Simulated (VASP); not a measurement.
A run of VASP 6.6.1:

The input POSCAR:

```
In2O3
1.0
    2.7544281000      1.5902698000      4.8537827300
   -2.7544281000      1.5902698000      4.8537827300
    0.0000000000     -3.1805396100      4.8537827300
In O
4 6
Direct
    0.3570913800      0.3570913800      0.3570913800
    0.1429086200      0.1429086200      0.1429086200
    0.6429086200      0.6429086200      0.6429086200
    0.8570913800      0.8570913800      0.8570913800
    0.5465609600      0.9534390400      0.2500000000
    0.2500000000      0.5465609600      0.9534390400
    0.9534390400      0.2500000000      0.5465609600
    0.4534390400      0.0465609600      0.7500000000
    0.7500000000      0.4534390400      0.0465609600
    0.0465609600      0.7500000000      0.4534390400
```

The input INCAR.step1:

```
SYSTEM = In2O3
  PREC = Accurate
  ENCUT = 520
  ISMEAR = -1
  SIGMA = 0.02
  LREAL = .FALSE.
  LASPH = .TRUE.
  NELM = 150
  MAGMOM = 0 0 0 0 0 0 0 0 0 0 0 0 0 0 0 0 0 0 0 0 0 0 0 0 0 0 0 0 0 0
  LSORBIT = .TRUE.
  GGA_COMPAT = .FALSE.
  NBANDS = 108
  GGA = PE
  ALGO = Normal
  EDIFF = 1E-4
  LWAVE = .TRUE.
  LCHARG = .FALSE.
  KPAR = 4
```

INCAR.step2

```
SYSTEM = In2O3
  PREC = Accurate
  ENCUT = 520
  EDIFF = 1E-6
  ISMEAR = -1
  SIGMA = 0.02
  LREAL = .FALSE.
  LASPH = .TRUE.
  NELM = 150
  ALGO = Normal
  ISIF = 2
  LWAVE = .FALSE.
  LCHARG = .FALSE.
  MAGMOM = 0 0 0 0 0 0 0 0 0 0 0 0 0 0 0 0 0 0 0 0 0 0 0 0 0 0 0 0 0 0
  LORBIT = 11
  LSORBIT = .TRUE.
  GGA_COMPAT = .FALSE.
  LORBMOM = .TRUE.
  METAGGA = R2SCAN
  LMIXTAU = .TRUE.
  NBANDS = 108
  ISTART = 1
  KPAR = 4
```

The input KPOINTS:

```
regular mesh
0
G
  4 4 4
  0 0 0
```

Potentials or basis: VASP PAW PBE potentials, release 64 (In_d, O).

The run is started by

```console
$ cat potpaw_PBE.64/In_d/POTCAR potpaw_PBE.64/O/POTCAR > POTCAR
$ cp INCAR.step1 INCAR
$ mpirun -np 4 vasp_ncl > vasp.out
$ cp INCAR.step2 INCAR
$ mpirun -np 4 vasp_ncl > vasp.out
```

Hardware: 4 MPI ranks on Oxide Virtual Turin-like Processor (shared host).

Q: Estimate the wall time of this run.

A: It took 35 min on 4 MPI ranks on Oxide Virtual Turin-like Processor, with other jobs on the host, peak memory 1.1 GiB a rank. Counts: k points 13.
